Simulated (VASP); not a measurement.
# VICl3 in VASP: single point with PBE

Aim: the single point of VICl3 with PBE.

Everything below comes from runs of VASP 6.6.1. Logs are shortened: lines on timing, memory, paths and dates and some standing lists are left out, and cuts for length are marked.

## 1. The cell of the first run

The typed cell holds 10 atoms: a = 7.079 Å, b = 7.079 Å, c = 6.001 Å, α = 90.00°, β = 90.00°, γ = 120.00°.

## 2. Single point, PBE

Contents of INCAR:

```
  PREC = Accurate
  ENCUT = 500
  EDIFF = 1E-6
  ISMEAR = 0
  SIGMA = 0.0217
  LREAL = F
  LASPH = T
  NELM = 120
  ALGO = Normal
  ISIF = 2
  LWAVE = F
  LCHARG = T
  GGA = PE
  LELF = T
  LVHAR = T
  NBANDS = 52
  GGA_COMPAT = F
```

Contents of KPOINTS:

```
regular mesh
0
Gamma
  6 6 6
```

Contents of POSCAR:

```
VICl3
1.0
    7.0785080000      0.0000000000      0.0000000000
   -3.5392540000      6.1301720000      0.0000000000
    0.0000000000      0.0000000000      6.0006790000
V I Cl
2 2 6
Direct
    0.0000000000      0.0000000000      0.0000000000
    0.0000000000      0.0000000000      0.5000000000
    0.3333000000      0.6667000000      0.7500000000
    0.6666000000      0.3333000000      0.2500000000
    0.1666000000      0.3332000000      0.2500000000
    0.8334000000      0.1666000000      0.7500000000
    0.6668000000      0.8334000000      0.2500000000
    0.8334000000      0.6668000000      0.7500000000
    0.1666000000      0.8334000000      0.2500000000
    0.3332000000      0.1666000000      0.7500000000
```

Potentials or basis: VASP PAW PBE potentials, release 64 (V_sv, I, Cl).

On the command line:

```console
> cat potpaw_PBE.64/V_sv/POTCAR potpaw_PBE.64/I/POTCAR potpaw_PBE.64/Cl/POTCAR > POTCAR
> mpirun -np 1 vasp_std > vasp.out
```

OUTCAR:

```text
PREC = Accurate
   ENCUT = 500
   EDIFF = 1E-6
   ISMEAR = 0
   LREAL = F
   LASPH = T
   NELM = 120
   ISIF = 2
   GGA = PE

 ion  position               nearest neighbor table
   1  0.000  0.000  0.000-   7 2.53  10 2.53   9 2.53   6 2.53   5 2.53   8 2.53
   2  0.000  0.000  0.500-   7 2.53  10 2.53   9 2.53   6 2.53   5 2.53   8 2.53
   3  0.333  0.667  0.750-
   4  0.667  0.333  0.250-
   5  0.167  0.333  0.250-   1 2.53   2 2.53
   6  0.833  0.167  0.750-   1 2.53   2 2.53
   7  0.667  0.833  0.250-   1 2.53   2 2.53
   8  0.833  0.667  0.750-   1 2.53   2 2.53
   9  0.167  0.833  0.250-   1 2.53   2 2.53
  10  0.333  0.167  0.750-   1 2.53   2 2.53

  LATTYP: Found a hexagonal cell.
 ALAT       =     7.0785080000
 C/A-ratio  =     0.8477321775

  Lattice vectors:

 A1 = (   7.0785080000,   0.0000000000,   0.0000000000)
 A2 = (  -3.5392540000,   6.1301720000,   0.0000000000)
 A3 = (   0.0000000000,   0.0000000000,   6.0006790000)

Analysis of symmetry for initial positions (statically):
=====================================================================
 Subroutine PRICEL returns:
 Original cell was already a primitive cell.

 Routine SETGRP: Setting up the symmetry group for a
 hexagonal supercell.

 Subroutine GETGRP returns: Found  4 space group operations
 (whereof  2 operations were pure point group operations)
 out of a pool of 24 trial point group operations.

The static configuration has the point symmetry C_2 .
 The point group associated with its full space group is C_2v.

Analysis of symmetry for dynamics (positions and initial velocities):
=====================================================================
 Subroutine PRICEL returns:
 Original cell was already a primitive cell.

 Routine SETGRP: Setting up the symmetry group for a
 hexagonal supercell.

 Subroutine GETGRP returns: Found  4 space group operations
 (whereof  2 operations were pure point group operations)
 out of a pool of 24 trial point group operations.

The dynamic configuration has the point symmetry C_2 .
 The point group associated with its full space group is C_2v.

 Subroutine INISYM returns: Found  4 space group operations
 (whereof  2 operations are pure point group operations),
 and found     1 'primitive' translations

----------------------------------------------------------------------------------------

                                     Primitive cell

  volume of cell :     260.3843

  direct lattice vectors                    reciprocal lattice vectors
     7.078508000  0.000000000  0.000000000     0.141272709  0.081563780  0.000000000
    -3.539254000  6.130172000  0.000000000     0.000000000  0.163127560  0.000000000
     0.000000000  0.000000000  6.000679000     0.000000000  0.000000000  0.166647808

  length of vectors
     7.078508000  7.078511682  6.000679000     0.163127645  0.163127560  0.166647808

  position of ions in fractional coordinates (direct lattice)
     0.000000000  0.000000000  0.000000000
     0.000000000  0.000000000  0.500000000
     0.333300000  0.666700000  0.750000000
     0.666600000  0.333300000  0.250000000
     0.166600000  0.333200000  0.250000000
     0.833400000  0.166600000  0.750000000
     0.666800000  0.833400000  0.250000000
     0.833400000  0.666800000  0.750000000
     0.166600000  0.833400000  0.250000000
     0.333200000  0.166600000  0.750000000

  ion indices of the primitive-cell ions
   primitive index   ion index
                 1           1
                 2           2
                 3           3
                 4           4
                 5           5
                 6           6
                 7           7
                 8           8
                 9           9
                10          10

----------------------------------------------------------------------------------------

 KPOINTS: regular mesh

Automatic generation of k-mesh.
 Grid dimensions read from file:
 generate k-points for:    6    6    6

 Generating k-lattice:

  Cartesian coordinates                     Fractional coordinates (reciprocal lattice)
     0.023545451  0.013593963  0.000000000     0.166666667  0.000000000  0.000000000
     0.000000000  0.027187927  0.000000000     0.000000000  0.166666667  0.000000000
     0.000000000  0.000000000  0.027774635     0.000000000  0.000000000  0.166666667

  Length of vectors
     0.027187941  0.027187927  0.027774635

  Shift w.r.t. Gamma in fractional coordinates (k-lattice)
     0.000000000  0.000000000  0.000000000

 Subroutine IBZKPT returns following result:
 ===========================================

 Found     52 irreducible k-points:

 Following reciprocal coordinates:
            Coordinates               Weight
  0.000000  0.000000  0.000000      1.000000
  0.166667  0.000000  0.000000      4.000000
  0.000000  0.166667  0.000000      2.000000
  0.333333  0.000000  0.000000      4.000000
  0.000000  0.333333  0.000000      2.000000
  0.500000  0.000000  0.000000      2.000000
[... 16 lines left out ...]
  0.333333  0.166667  0.166667      8.000000
 -0.166667  0.500000  0.166667      8.000000
 [... further k-points ...]
   k-points           NKPTS =     52   k-points in BZ     NKDIM =     52   number of bands    NBANDS=     52
   number of dos      NEDOS =    301   number of ions     NIONS =     10
   total plane-waves  NPLWV = 139968
   dimension x,y,z NGX =    54 NGY =   54 NGZ =   48
   dimension x,y,z NGXF=   108 NGYF=  108 NGZF=   96
   ions per type =               2   2   6
   NGX,Y,Z   is equivalent  to a cutoff of  12.68, 12.68, 13.30 a.u.
   NGXF,Y,Z  is equivalent  to a cutoff of  25.36, 25.36, 26.60 a.u.
 SYSTEM =  unknown system
   PREC   = accura    normal or accurate (medium, high low for compatibility)
   ISTART =      0    job   : 0-new  1-cont  2-samecut
   ICHARG =      2    charge: 1-file 2-atom 10-const
   ISPIN  =      1    spin polarized calculation?
   LNONCOLLINEAR =      F non collinear calculations
   LSORBIT =      F    spin-orbit coupling
   LASPH  =      T    aspherical Exc in radial PAW
   ENCUT  =  500.0 eV  36.75 Ry    6.06 a.u.  12.91 12.91 10.94*2*pi/ulx,y,z
   NELM   =    120;   NELMIN=  2; NELMDL= -5     # of ELM steps
   EDIFF  = 0.1E-05   stopping-criterion for ELM
   LREAL  =      F    real-space projection
   EDIFFG = 0.1E-04   stopping-criterion for IOM
   NSW    =      0    number of steps for IOM
   IBRION =     -1    ionic relax: 0-MD 1-quasi-New 2-CG
   NFREE  =      0    steps in history (QN), initial steepest desc. (CG)
   ISIF   =      2    stress and relaxation
   ISYM   =      2    0-nonsym 1-usesym 2-fastsym
   POTIM  = 0.5000    time-step for ionic-motion
   TEBEG  =    0.0;   TEEND  =   0.0 temperature during run
   PSTRESS=    0.0 pullay stress
   NELECT =      82.0000    total number of electrons
   NUPDOWN=      -1.0000    fix difference up-down
   EMIN   =  10.00;   EMAX   =-10.00  energy-range for DOS
   EFERMI =   0.00;   METHOD = LEGACY
   ISMEAR =     0;   SIGMA  =   0.02  broadening in eV -4-tet -1-fermi 0-gaus
   EFERMI_NEDOS =   21; number of points for ismear=-14 and -15
   IALGO  =     38    algorithm
   IMIX   =      4    mixing-type and parameters
     AMIX     =   0.40;   BMIX     =  1.00
     AMIX_MAG =   1.60;   BMIX_MAG =  1.00
  volume/ion in A,a.u.               =      26.04       175.72
  Fermi-wavevector in a.u.,A,eV,Ry     =   1.113802  2.104780 16.878763  1.240554
  Thomas-Fermi vector in A             =   2.250390
   LORBIT       =      0    0 simple, 1 ext, 2 COOP (PROOUT), +10 PAW based schemes
   GGA     = PE    functional components
   LHFCALC =     F    Hartree Fock is set to
   AEXX    =    0.0000 exact exchange contribution
   IVDW    =     0    specifies the selected vdW correction
   LEPSILON=     F    determine dielectric tensor
   LRPA    =     F    only Hartree local field effects (RPA)
 non-spin polarized calculation
 Gauss-broadening in eV      SIGMA  =   0.02
  energy-cutoff  :      500.00
  volume of cell :      260.38
 maximum number of plane-waves:      6682
 NGX is ok and might be reduce to    54
   NGX = 25   NGY = 25   NGZ = 21

 number of electron      81.9999988 magnetization

 Free energy of the ion-electron system (eV)
  ---------------------------------------------------
  ext. energy  EPLUGINS =         0.00000000
  ---------------------------------------------------
  free energy    TOTEN  =       -37.27687115 eV

  energy without entropy =      -37.27071119  energy(sigma->0) =      -37.27379117

 E-fermi :   2.8993     XC(G=0):  -8.9736

 val. band max:        2.8944561613   @ k =  -0.1667   0.5000   0.5000
 cond. band min:       2.9035814230   @ k =   0.3333   0.3333   0.5000
 fundamental gap:      0.0091252617
 Fermi energy:         2.8992769927

 k-point     1 :       0.0000    0.0000    0.0000
  band No.  band energies     occupation
      1     -62.4916      2.00000
      2     -62.4773      2.00000
      3     -36.3309      2.00000
      4     -36.3309      2.00000
      5     -36.3132      2.00000
      6     -36.3132      2.00000
[... 44 lines left out ...]
     51       7.6733      0.00000
     52       8.6646      0.00000

 k-point     2 :       0.1667    0.0000    0.0000
  band No.  band energies     occupation
      1     -62.4916      2.00000
      2     -62.4773      2.00000
      3     -36.3309      2.00000
      4     -36.3309      2.00000
      5     -36.3132      2.00000
      6     -36.3132      2.00000
[... 44 lines left out ...]
     51       7.9233      0.00000
     52       8.9392      0.00000

 k-point     3 :       0.0000    0.1667    0.0000
  band No.  band energies     occupation
      1     -62.4916      2.00000
      2     -62.4773      2.00000
      3     -36.3309      2.00000
      4     -36.3309      2.00000
      5     -36.3132      2.00000
      6     -36.3132      2.00000
[... 44 lines left out ...]
     51       7.9233      0.00000
     52       8.9392      0.00000
[... 1046 lines left out ...]
 k-point    23 :       0.3333    0.1667    0.1667
  band No.  band energies     occupation
      1     -62.4906      2.00000
      2     -62.4782      2.00000
      3     -36.3297      2.00000
      4     -36.3297      2.00000
      5     -36.3144      2.00000
      6     -36.3144      2.00000
[... 44 lines left out ...]
     51       8.8013      0.00000
     52       9.2624      0.00000

 k-point    24 :      -0.1667    0.5000    0.1667
  band No.  band energies     occupation
      1     -62.4906      2.00000
      2     -62.4782      2.00000
      3     -36.3297      2.00000
      4     -36.3297      2.00000
      5     -36.3144      2.00000
      6     -36.3144      2.00000
[... 44 lines left out ...]
     51       8.8013      0.00000
     52       9.2624      0.00000

 [... further k-points ...]

------------------------ aborting loop because EDIFF is reached ----------------------------------------

  FORCE on cell =-STRESS in cart. coord.  units (eV):
  Direction    XX          YY          ZZ          XY          YZ          ZX
  --------------------------------------------------------------------------------------
  -------------------------------------------------------------------------------------
  Total       -7.9897079     -7.9920988    -12.2867207      0.0000000      0.0000000      0.0000000
  in kB      -49.1616783    -49.1763898    -75.6017391      0.0000000      0.0000000      0.0000000
  external PRESSURE =     -57.9799357 kB  Pullay stress =       0.0000000 kB

 VOLUME and BASIS-vectors are now :
 -----------------------------------------------------------------------------
  energy-cutoff  :      500.00
  volume of cell :      260.38
      direct lattice vectors                 reciprocal lattice vectors
     7.078508000  0.000000000  0.000000000     0.141272709  0.081563780  0.000000000
    -3.539254000  6.130172000  0.000000000     0.000000000  0.163127560  0.000000000
     0.000000000  0.000000000  6.000679000     0.000000000  0.000000000  0.166647808

 POSITION                                       TOTAL-FORCE (eV/Angst)
 -----------------------------------------------------------------------------------
      0.00000      0.00000      0.00000        -0.000310      0.000000     -0.000000
      0.00000      0.00000      3.00034        -0.000310      0.000000     -0.000000
     -0.00035      4.08699      4.50051         0.000602     -0.000385     -0.000000
      3.53890      2.04319      1.50017         0.000602      0.000385     -0.000000
      0.00000      2.04257      1.50017        -0.000088     -2.127658     -0.000000
      5.30959      1.02129      4.50051         1.842536     -1.063799     -0.000000
      1.77033      5.10889      1.50017         1.842536      1.063799      0.000000
      3.53925      4.08760      4.50051        -0.000088      2.127658      0.000000
     -1.77033      5.10889      1.50017        -1.842740      1.063815     -0.000000
      1.76892      1.02129      4.50051        -1.842740     -1.063815     -0.000000
 -----------------------------------------------------------------------------------
    total drift:                                0.000001     -0.000000      0.000000

  FREE ENERGIE OF THE ION-ELECTRON SYSTEM (eV)
  ---------------------------------------------------
  free  energy   TOTEN  =       -37.2768711509 eV

  energy  without entropy=      -37.2707111944  energy(sigma->0) =      -37.27379117
```

Wall time 36 min (1 thread of Intel Xeon 8259CL, shared host); peak memory 0.74 GiB.

Results:

| Quantity | Value |
| --- | --- |
| Free energy | -37.2769 eV |
| Pressure | -5.8 GPa |
| Largest force | 2.128 eV/Å |
| Band gap on the k mesh | zero (bands 41 and 42 overlap by 0.08 eV) |

Forces on the atoms (eV/Å):
```
V    0.000  0.000  0.000
V    0.000  0.000  0.000
I    0.001  0.000  0.000
I    0.001  0.000  0.000
Cl   0.000 -2.128  0.000
Cl   1.843 -1.064  0.000
Cl   1.843  1.064  0.000
Cl   0.000  2.128  0.000
Cl  -1.843  1.064  0.000
Cl  -1.843 -1.064  0.000
```

Caveat: the cell stands under tension; spin-orbit coupling is left out, which moves the levels of the heavy elements; the run has no spin polarisation, though such a crystal can be magnetic; semilocal functionals often make such compounds metallic where correlation or magnetic order opens a gap, which also shifts bond lengths; forces of over 1 eV/Å act on the atoms, so gaps and moduli don't describe the material at rest.
